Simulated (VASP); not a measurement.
Runs of VASP 6.6.1 on Si4O. The structure is that of space group I-43m (No. 217), or close to it. The cells are those of the table. 

| task | spin | cell | k mesh | cutoff (eV) | gap on the mesh (eV) | pressure (GPa) | moment (μB) | relaxed volume (Å³/atom) | largest force (eV/Å) |
| --- | --- | --- | --- | --- | --- | --- | --- | --- | --- |
| relaxation of cell and atoms | off | relaxed from a = 4.651 Å, angles 109.5°, 5 atoms | 10 × 10 × 10 | 600 | none | 0.0 | - | 15.23 | - |
| single point | off | a = 4.651 Å, angles 109.5°, 5 atoms | 4 × 4 × 4 | 520 | none | -0.3 | - | - | 0.03 |
| single point | collinear, ferromagnetic start | a = 4.651 Å, angles 109.5°, 5 atoms | 4 × 4 × 4 | 600 | none | -0.5 | 1.00 | - | 0.05 |
| single point | off | a = 4.627 Å, angles 109.5°, 5 atoms | 10 × 10 × 10 | 520 | none | 0.0 | - | - | (b) |
| single point | collinear, ferromagnetic start | a = 4.850 Å, angles 109.5°, 5 atoms | 4 × 4 × 4 | 600 | none | 9.9 | 0.00 | - | (c) |
| relaxation of cell and atoms | off | relaxed from a = 4.850 Å, angles 109.5°, 5 atoms | 4 × 4 × 4 | 600 | none | -0.1 | - | (d) | - |
| single point | off | a = 4.850 Å, angles 109.5°, 5 atoms | 4 × 4 × 4 | 520 | none | 9.9 | - | - | (a) |

Alike in all rows: level PBE; potentials or basis VASP PAW PBE potentials, release 64 (Si, O); smearing gaussian 0.1 eV.

Task: Estimate the missing entries.

Result: (a) 5.21; (b) 0.01; (c) 5.20; (d) 15.45.

Caveats: some runs use coarse meshes; forces of over 1 eV/Å act on the atoms, so gaps and moduli don't describe the material at rest (some runs).

A gap of «none» marks levels without a gap at the run's occupations.
